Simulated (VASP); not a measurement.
Input of a VASP 6.6.1 run:

File INCAR:

```
PREC = Accurate
ENCUT = 600
EDIFF = 1E-6
ISMEAR = 0
SIGMA = 0.1
LREAL = F
LASPH = T
NELM = 100
ALGO = Normal
ISIF = 3
LWAVE = F
LCHARG = F
GGA = PS
IBRION = 2
NSW = 80
EDIFFG = -0.05
```

Contents of KPOINTS:

```
regular mesh
0
Gamma
  6 6 2
```

Contents of POSCAR:

```
SbSe2
1.0
    3.1442947645      0.0000000000      0.0000000000
   -1.5721473822      2.7230391430      0.0000000000
    0.0000000000      0.0000000000     12.7110670094
Sb Se
2 4
Direct
    0.6666666667      0.3333333333      0.7500000000
    0.3333333333      0.6666666667      0.2500000000
    0.3333333333      0.6666666667      0.8766071965
    0.6666666667      0.3333333333      0.3766071965
    0.3333333333      0.6666666667      0.6233928035
    0.6666666667      0.3333333333      0.1233928035
```

Potentials or basis: VASP PAW PBE potentials, release 64 (Sb, Se).

Launch:

```sh
$ cat potpaw_PBE.64/Sb/POTCAR potpaw_PBE.64/Se/POTCAR > POTCAR
$ mpirun -np 1 vasp_std > vasp.out
```

Problem. Predict the relaxed volume.

Solution. 24.72 Å³/atom.

Problem. Predict the relaxed cell.

Solution. a = 3.855 Å, b = 3.855 Å, c = 11.521 Å, α = 90.00°, β = 90.00°, γ = 120.00°.

Problem. What does it give for the space group after relaxing (to 0.05 Å)?

Solution. P6_3/mmc (No. 194).

Problem. Estimate the band gap on the k mesh.

Solution. Zero (band 17 reaches 6.35 eV, above the bottom of band 18 at 4.59 eV).

Forces in eV/Å, atoms in the order of the input:
```
Sb   0.000  0.000  0.000
Sb   0.000  0.000  0.000
Se   0.000  0.000 -0.022
Se   0.000  0.000 -0.022
Se   0.000  0.000  0.022
Se   0.000  0.000  0.022
```

Caveat: the k points lie up to 0.31 Å⁻¹ apart in the final cell; the volume moved by over 15 % at a fixed basis, so the end points are rough; the PAW data sets were made with another functional, which shifts forces and pressure a little; spin-orbit coupling is left out, which moves the levels of the heavy elements; this functional lacks dispersion, which binds the layers, so the pressure and a relaxed spacing across them are unreliable; the relaxation stopped at a loose force limit of 0.05 eV/Å, so its end isn't a converged minimum.
